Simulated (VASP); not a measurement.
Set up this calculation in VASP 6.6.1, as the native input.

* Task: single point
* Functional: r2SCAN
* Dispersion: D4
* Potentials or basis: VASP PAW PBE potentials, release 64 (Pb_d, S)
* Cutoff: 520 eV
* k mesh: 7 × 7 × 7
* Occupations: fermi-dirac, width 0.05 eV
* Spin: no spin polarisation
* Dipole correction: no
* Further INCAR settings: ALGO = Normal; EDIFF = 1e-06; NBANDS = 17

The system is PbS.

```
Pb S
1.0
     3.62332    0.00000    0.00000
     0.00000    3.62332    0.00000
     0.00000    0.00000    3.62332
Pb S
1 1
Cartesian
  0.0000 0.0000 0.0000
  1.8117 1.8117 1.8117
```

One way to write it, as run:

POSCAR

```
PbS
1.0
    3.6233171254      0.0000000000      0.0000000000
    0.0000000000      3.6233171254      0.0000000000
    0.0000000000      0.0000000000      3.6233171254
Pb S
1 1
Direct
    0.0000000000      0.0000000000      0.0000000000
    0.5000000000      0.5000000000      0.5000000000
```

INCAR.step1

```
  ALGO = Normal
  EDIFF = 1E-4
  ENCUT = 520
  GGA = PE
  ISMEAR = -1
  LASPH = True
  LCHARG = False
  LREAL = False
  LWAVE = True
  NBANDS = 17
  NELM = 80
  PREC = Accurate
  SIGMA = 0.05
```

INCAR.step2

```
  ALGO = Normal
  EDIFF = 1E-6
  ENCUT = 520
  ISIF = 2
  ISMEAR = -1
  ISTART = 1
  IVDW = 13
  LASPH = True
  LCHARG = False
  LMIXTAU = True
  LREAL = False
  LWAVE = False
  METAGGA = R2SCAN
  NBANDS = 17
  NELM = 80
  PREC = Accurate
  SIGMA = 0.05
  VDW_A1 = 0.51559235
  VDW_A2 = 5.77342911
  VDW_S6 = 1.0
  VDW_S8 = 0.6018749
```

KPOINTS

```
k-points
0
Gamma
  7 7 7
```

Potentials or basis: VASP PAW PBE potentials, release 64 (Pb_d, S).

Command:

```sh
$ cat potpaw_PBE.64/Pb_d/POTCAR potpaw_PBE.64/S/POTCAR > POTCAR
$ cp INCAR.step1 INCAR
$ mpirun -np 1 vasp_std > vasp.out
$ cp INCAR.step2 INCAR
$ mpirun -np 1 vasp_std > vasp.out
```

It gave:

The pressure is 0.0 GPa, the band gap on the k mesh is 0.26 eV, indirect (least direct gap 1.68 eV) and the dispersion energy per atom is -0.142 eV.

Caveat: the PAW data sets were made with another functional, which shifts forces and pressure a little; spin-orbit coupling is left out, which moves the levels of the heavy elements.

Run time: 47 s on 1 thread of Intel(R) Xeon(R) 6975P-C (Granite Rapids), on a shared host, peak memory 0.17 GiB.
